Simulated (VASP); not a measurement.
## SiMo3: relaxation of cell and atoms with LDA

Crystal: SiMo3.

```
Si Mo
1.0
     4.88900    0.00000    0.00000
     0.00000    4.88900    0.00000
     0.00000    0.00000    4.88900
Si Mo
2 6
Direct
  0.00000 0.00000 0.00000
  0.50000 0.50000 0.50000
  0.25000 0.00000 0.50000
  0.50000 0.75000 0.00000
  0.75000 0.00000 0.50000
  0.50000 0.25000 0.00000
  0.00000 0.50000 0.75000
  0.00000 0.50000 0.25000
```

* Program: VASP 6.6.1
* Task: relaxation of cell and atoms
* Functional: LDA
* Potentials or basis: VASP PAW LDA potentials, release 64 (Si, Mo_sv)
* Cutoff: 600 eV
* k mesh: 7 × 7 × 7
* Occupations: fermi-dirac, width 0.1 eV
* Spin: no spin polarisation
* Dipole correction: no
* Further INCAR settings: ALGO = Normal; EDIFF = 1e-07; IBRION = 2; EDIFFG = -0.01; NSW = 80; ISIF = 3

The relaxed volume is 14.17 Å³/atom and the relaxed cell is a = 4.840 Å, b = 4.840 Å, c = 4.840 Å, α = 90.00°, β = 90.00°, γ = 90.00°. The space group after relaxing (to 0.05 Å) is Pm-3n (No. 223). The energy gained by relaxing is 11.2 meV/atom. The ionic steps are 4 and the pressure after relaxing is 0.0 GPa. The band gap on the k mesh is zero (band 46 reaches 14.43 eV, above the bottom of band 47 at 12.45 eV).

The path:
| step | energy change (eV) | largest force (eV/Å) | pressure (GPa) | volume (Å³) |
| --- | --- | --- | --- | --- |
| 1 | 0.0000 | 0.0000 | -7.94 | 116.86 |
| 2 | 0.5168 | 0.0000 | 24.98 | 105.04 |
| 3 | -0.0892 | 0.0000 | -0.26 | 113.45 |
| 4 | -0.0892 | 0.0000 | -0.02 | 113.36 |

Final structure:
```
Si Mo
1.0
     4.83971    0.00000    0.00000
     0.00000    4.83971    0.00000
     0.00000    0.00000    4.83971
Si Mo
2 6
Direct
  0.00000 0.00000 0.00000
  0.50000 0.50000 0.50000
  0.25000 0.00000 0.50000
  0.50000 0.75000 0.00000
  0.75000 0.00000 0.50000
  0.50000 0.25000 0.00000
  0.00000 0.50000 0.75000
  0.00000 0.50000 0.25000
```

Levels at points of the mesh, in eV from the Fermi level:
| k point | band 42 | band 43 | band 44 | band 45 | band 46 | band 47 | band 48 | band 49 |
| --- | --- | --- | --- | --- | --- | --- | --- | --- |
| (0.00, 0.00, 0.00) | -2.25 | -1.63 | -1.63 | 1.29 | 1.29 | 1.29 | 2.16 | 2.47 |

Run time: 13 min on 1 thread of Oxide Virtual Turin-like Processor (shared host), peak memory 0.24 GiB.

LDA usually gives volumes a few per cent too small. Zero-point motion and thermal expansion aren't in these numbers.
